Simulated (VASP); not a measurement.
# TaN (P-6m2) in VASP: notebook, part 2 of 2

VASP 6.6.1. Earlier steps stand in the parts before.

### 4 Single point, LDA

This run uses another cell than the first one, of 10.43 Å³/atom.

The input, INCAR:

```
PREC = Accurate ; ENCUT = 700
EDIFF = 1E-6 ; ISMEAR = 0
SIGMA = 0.1 ; LREAL = False
LASPH = True ; NELM = 120
ALGO = Normal ; ISIF = 2
LWAVE = False ; LCHARG = False
GGA = CA ; NBANDS = 16
GGA_COMPAT = False
```

The input, KPOINTS:

```
Automatic mesh
0
Gamma
  24 24 20
```

The input, POSCAR:

```
TaN
1.0
    2.9065583713      0.0000000000      0.0000000000
   -1.4532791856      2.5171533871      0.0000000000
    0.0000000000      0.0000000000      2.8514950314
Ta N
1 1
Direct
    0.0000000000      0.0000000000      0.5000000000
    0.6666666667      0.3333333333      0.0000000000
```

Potentials or basis: VASP PAW LDA potentials, release 64 (Ta_sv_GW, N).

Launch:

```
cat potpaw_LDA.64/Ta_sv_GW/POTCAR potpaw_LDA.64/N/POTCAR > POTCAR
mpirun -np 1 vasp_std > vasp.out
```

OUTCAR:

```text
PREC = Accurate
   ENCUT = 700
   EDIFF = 1E-6
   ISMEAR = 0
   LREAL = False
   LASPH = True
   NELM = 120
   ISIF = 2
   GGA = CA

 ion  position               nearest neighbor table
   1  0.000  0.000  0.500-   2 2.20   2 2.20   2 2.20   2 2.20   2 2.20   2 2.20
   2  0.667  0.333  0.000-   1 2.20   1 2.20   1 2.20   1 2.20   1 2.20   1 2.20

  LATTYP: Found a hexagonal cell.
 ALAT       =     2.9065583713
 C/A-ratio  =     0.9810554846

  Lattice vectors:

 A1 = (   2.9065583713,   0.0000000000,   0.0000000000)
[... 192 lines left out ...]
      6       7.9200      2.00000
[... 433 lines left out ...]
      3     -21.9195      2.00000
      4     -21.7528      2.00000
      5      -2.6941      2.00000
      6       4.2311      2.00000
[... 8 lines left out ...]
     15      24.4082      0.00000
     16      28.7468      0.00000

 [... further k-points ...]
[... 5 lines left out ...]
  --------------------------------------------------------------------------------------
  -------------------------------------------------------------------------------------
  Total        0.1483267      0.1483267      0.1704188      0.0000000      0.0000000      0.0000000
  in kB       11.3911766     11.3911766     13.0878050      0.0000000      0.0000000      0.0000000
  external PRESSURE =      11.9567194 kB  Pullay stress =       0.0000000 kB

 VOLUME and BASIS-vectors are now :
 -----------------------------------------------------------------------------
  energy-cutoff  :      700.00
  volume of cell :       20.86
      direct lattice vectors                 reciprocal lattice vectors
     2.906558371  0.000000000  0.000000000     0.344049516  0.198637080  0.000000000
    -1.453279186  2.517153387  0.000000000     0.000000000  0.397274161  0.000000000
     0.000000000  0.000000000  2.851495031     0.000000000  0.000000000  0.350693229

 POSITION                                       TOTAL-FORCE (eV/Angst)
 -----------------------------------------------------------------------------------
      0.00000      0.00000      1.42575         0.000000     -0.000000      0.000000
      1.45328      0.83905      0.00000        -0.000000      0.000000      0.000000
 -----------------------------------------------------------------------------------
    total drift:                               -0.000000      0.000000      0.000000

  FREE ENERGIE OF THE ION-ELECTRON SYSTEM (eV)
  ---------------------------------------------------
  free  energy   TOTEN  =       -27.2297302869 eV

  energy  without entropy=      -27.2293516091  energy(sigma->0) =      -27.22954095
```

OSZICAR:

```text
N       E                     dE             d eps       ncg     rms          rms(c)
DAV:   1     0.129176613062E+03    0.12918E+03   -0.13344E+04 21536   0.144E+03
DAV:   2    -0.249118121889E+02   -0.15409E+03   -0.14871E+03 30184   0.343E+02
DAV:   3    -0.307161364408E+02   -0.58043E+01   -0.57972E+01 25584   0.614E+01
DAV:   4    -0.308667322323E+02   -0.15060E+00   -0.15059E+00 30872   0.689E+00
DAV:   5    -0.308700701530E+02   -0.33379E-02   -0.33379E-02 26040   0.724E-01    0.574E+01
DAV:   6    -0.274206645509E+02    0.34494E+01   -0.72745E+00 22744   0.231E+01    0.590E+01
DAV:   7    -0.272881253889E+02    0.13254E+00   -0.43089E-01 23304   0.531E+00    0.255E+01
DAV:   8    -0.272328557100E+02    0.55270E-01   -0.12249E-01 26976   0.268E+00    0.591E+00
DAV:   9    -0.272299307871E+02    0.29249E-02   -0.71231E-03 27384   0.792E-01    0.375E-01
DAV:  10    -0.272297488900E+02    0.18190E-03   -0.14522E-03 22656   0.382E-01    0.264E-01
DAV:  11    -0.272297359382E+02    0.12952E-04   -0.78898E-05 26024   0.919E-02    0.180E-01
DAV:  12    -0.272297304099E+02    0.55283E-05   -0.10025E-05 25304   0.282E-02    0.207E-02
DAV:  13    -0.272297302869E+02    0.12303E-06   -0.11661E-06 15648   0.843E-03
   1 F= -.27229730E+02 E0= -.27229541E+02  d E =-.378678E-03
```

stdout:

```text
POSCAR found type information on POSCAR TaN
 POSCAR found :  2 types and       2 ions
 scaLAPACK will be used
 LDA part: xc-table for (Slater(with rela. corr.)+CA(PZ))
 , standard interpolation
 POSCAR, INCAR and KPOINTS ok, starting setup
 FFT: planning ... GRIDC
 FFT: planning ... GRID_SOFT
 FFT: planning ... GRID
 WAVECAR not read
 entering main loop
```

Run time: 8.8 min. Hardware: 1 thread of Intel Xeon Platinum 8375C at 2.90GHz (Ice Lake), shared host; peak memory 0.47 GiB.

What came out:

```yaml
Free_energy: -27.2297 eV
Pressure: 1.2 GPa
Band_gap_on_the_k_mesh: zero (bands 9 and 10 overlap by 0.51 eV)
```

Levels at points of the mesh, in eV from the Fermi level:
| k point | band 5 | band 6 | band 7 | band 8 | band 9 | band 10 | band 11 | band 12 | band 13 | band 14 |
| --- | --- | --- | --- | --- | --- | --- | --- | --- | --- | --- |
| (0.00, 0.00, 0.00) | -17.73 | -4.66 | -4.66 | -4.31 | -2.88 | 2.62 | 3.76 | 3.76 | 4.16 | 4.16 |
| (0.50, 0.00, 0.00) | -15.28 | -8.38 | -5.31 | -3.57 | -3.15 | 3.11 | 4.25 | 5.39 | 5.55 | 7.88 |
| (0.00, 0.00, 0.50) | -14.84 | -9.46 | -3.81 | -3.81 | -0.09 | -0.09 | 2.56 | 3.39 | 3.39 | 8.60 |
| (0.50, 0.00, 0.50) | -15.68 | -7.44 | -6.21 | -5.83 | -0.17 | 4.45 | 5.62 | 6.39 | 7.38 | 10.67 |

Caveat: spin-orbit coupling is left out, which moves the levels of the heavy elements.

### 5 The runs side by side

| task | cell | k mesh | gap on the mesh (eV) | pressure (GPa) |
| --- | --- | --- | --- | --- |
| single point | a = 2.940, b = 2.940, c = 2.890 Å, angles 90.0, 90.0, 120.0°, 2 atoms | 9 × 9 × 6 | none | -11.9 |
| relaxation of cell and atoms | relaxed from a = 2.940, b = 2.940, c = 2.890 Å, angles 90.0, 90.0, 120.0°, 2 atoms | 9 × 9 × 8 | none | -0.5 |
| single point | a = 2.907, b = 2.907, c = 2.851 Å, angles 90.0, 90.0, 120.0°, 2 atoms | 24 × 24 × 20 | none | 1.2 |

Alike in all rows: level LDA; potentials or basis VASP PAW LDA potentials, release 64 (Ta_sv_GW, N); no spin polarisation; cutoff (eV) 700; smearing gaussian 0.1 eV.

Caveats: some runs use coarse meshes; spin-orbit coupling is left out, which moves the levels of the heavy elements.

Absolute energies hang on the potentials; compare differences alone.
